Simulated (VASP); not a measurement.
CuO: single point with revPBE

CuO:

```
CELL_PARAMETERS angstrom
2.32613 -1.69981 0.00000
2.32613 1.69981 0.00000
-0.84432 0.00000 5.02392
ATOMIC_POSITIONS crystal
Cu 0.50000 0.00000 0.50000
Cu 0.00000 0.50000 0.00000
O 0.41840 0.58160 0.75000
O 0.58160 0.41840 0.25000
```

```
Program             : VASP 6.6.1
Task                : single point
Functional          : revPBE
Potentials or basis : VASP PAW PBE potentials, release 64 (Cu, O)
Cutoff              : 520 eV
k mesh              : 10 × 10 × 5
Occupations         : fermi-dirac, width 0.05 eV
Spin                : no spin polarisation
```

The pressure is 14.6 GPa and the largest force is 0.099 eV/Å. The band gap on the k mesh is zero (bands 17 and 18 overlap by 0.60 eV).

Forces on the atoms (eV/Å):
```
Cu   0.000  0.000  0.000
Cu   0.000  0.000  0.000
O    0.000 -0.099  0.000
O    0.000  0.099  0.000
```

Stress tensor (GPa, compression positive):
```
14.86  0.00 -2.09
 0.00 13.87  0.00
-2.09  0.00 15.04
```

Levels at points of the mesh, in eV from the Fermi level:
| k point | band 15 | band 16 | band 17 | band 18 | band 19 | band 20 |
| --- | --- | --- | --- | --- | --- | --- |
| (0.00, 0.00, 0.00) | -2.24 | -1.72 | 0.21 | 0.96 | 1.82 | 6.11 |
| (0.50, 0.00, 0.00) | -1.57 | -1.46 | 0.01 | 0.25 | 4.93 | 6.46 |
| (0.50, 0.50, 0.00) | -1.69 | -1.27 | -0.68 | 1.09 | 3.35 | 7.26 |

Wall time 78 s on 1 thread of Intel(R) Xeon(R) 6975P-C (Granite Rapids) (shared host), peak memory 0.23 GiB.

Caveat: the cell stands under pressure; the PAW data sets were made with another functional, which shifts forces and pressure a little; semilocal functionals often make such compounds metallic where correlation or magnetic order opens a gap, which also shifts bond lengths. With open d or f shells a metallic result of revPBE can be an artefact of self-interaction; +U or a hybrid may open a gap.
